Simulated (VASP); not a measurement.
# Mg2Al: single point with PBE

Crystal: Mg2Al.

```
Mg Al
1.0
     0.00000    3.03542    3.03542
     3.03542    0.00000    3.03542
     3.03542    3.03542    0.00000
Mg Al
2 1
Direct
  0.25000 0.25000 0.25000
  0.75000 0.75000 0.75000
  0.00000 0.00000 0.00000
```

```json
{
 "Program": "VASP 6.6.1",
 "Task": "single point",
 "Functional": "PBE",
 "Potentials or basis": "VASP PAW PBE potentials, release 64 (Mg, Al)",
 "Cutoff": "520 eV",
 "k mesh": "6 × 6 × 6",
 "Occupations": "gaussian, width 0.1 eV",
 "Spin": "no spin polarisation",
 "Dipole correction": "no",
 "Further INCAR settings": "ALGO = Normal; EDIFF = 1e-07; NBANDS = 10"
}
```

```yaml
Pressure: 18.1 GPa
```

Levels at points of the mesh, in eV from the Fermi level:
| k point | band 1 | band 2 | band 3 | band 4 | band 5 | band 6 | band 7 | band 8 |
| --- | --- | --- | --- | --- | --- | --- | --- | --- |
| (0.00, 0.00, 0.00) | -8.38 | 1.69 | 1.69 | 1.69 | 2.99 | 2.99 | 2.99 | 5.53 |
| (0.50, 0.00, 0.00) | -6.14 | -4.58 | 0.67 | 0.67 | 2.84 | 2.84 | 3.16 | 5.76 |
| (0.50, 0.50, 0.00) | -5.14 | -4.09 | -1.08 | -1.08 | 0.69 | 0.81 | 9.59 | 9.59 |

It took 8.5 s on 1 thread of Intel(R) Xeon(R) Platinum 8259CL CPU @ 2.50GHz (Skylake/Cascade Lake), with other jobs on the host, peak memory 0.17 GiB.
